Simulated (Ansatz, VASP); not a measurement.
## GaAs in VASP and in Ansatz

Contents of INCAR:

```
SYSTEM = GaAs
PREC = Accurate ; ENCUT = 520
EDIFF = 1E-8 ; ISMEAR = -1
SIGMA = 0.05 ; LREAL = .FALSE.
LASPH = .TRUE. ; NELM = 60
ALGO = Normal ; ISIF = 2
LWAVE = .FALSE. ; LCHARG = .FALSE.
GGA = PE ; LEFG = .TRUE.
NBANDS = 16
```

File KPOINTS:

```
Automatic mesh
0
G
  11 11 11
  0 0 0
```

The input POSCAR:

```
GaAs
1.0
    0.0000000000      2.8640496607      2.8640496607
    2.8640496607      0.0000000000      2.8640496607
    2.8640496607      2.8640496607      0.0000000000
Ga As
1 1
Direct
    0.0000000000      0.0000000000      0.0000000000
    0.7500000000      0.7500000000      0.7500000000
```

Input for Ansatz:

```yaml
crystal:
  lattice:
    - [0.0, 2.8640496607, 2.8640496607]
    - [2.8640496607, 0.0, 2.8640496607]
    - [2.8640496607, 2.8640496607, 0.0]
  atoms:
    - { symbol: Ga, position: [0.0, 0.0, 0.0] }
    - { symbol: As, position: [0.75, 0.75, 0.75] }
kpoints:
  mp_grid: { grid: [11, 11, 11] }
scf:
  occupations: { method: fermi_dirac, width: 0.05 }
hamiltonian:
  xc: pbe
  pseudopotentials: { kind: all_electron, datasets: crystal }
output:
  forces: true
  stress: true
  eigenvalues: true
  efg: { contact_densities: true }
```

Change from the starting cell: volume scaled by 1.04, crystal datasets.

Alike in both runs: task electric field gradients; functional PBE; k mesh 11 × 11 × 11; occupations fermi-dirac, width 0.05 eV; no spin polarisation.

|  | VASP | Ansatz |
| --- | --- | --- |
| version | VASP 6.6.1 | Ansatz 0.2.0 |
| potentials or method | VASP PAW PBE potentials, release 64 (Ga_d, As), cutoff 520 eV | all-electron PAW with datasets made for the crystal, scalar-relativistic |

```tsv
	VASP	Ansatz	Ansatz less VASP
pressure (GPa)	0.7	0.6	-0.17
```

Ansatz ran all-electron here, and VASP with PAW potentials.
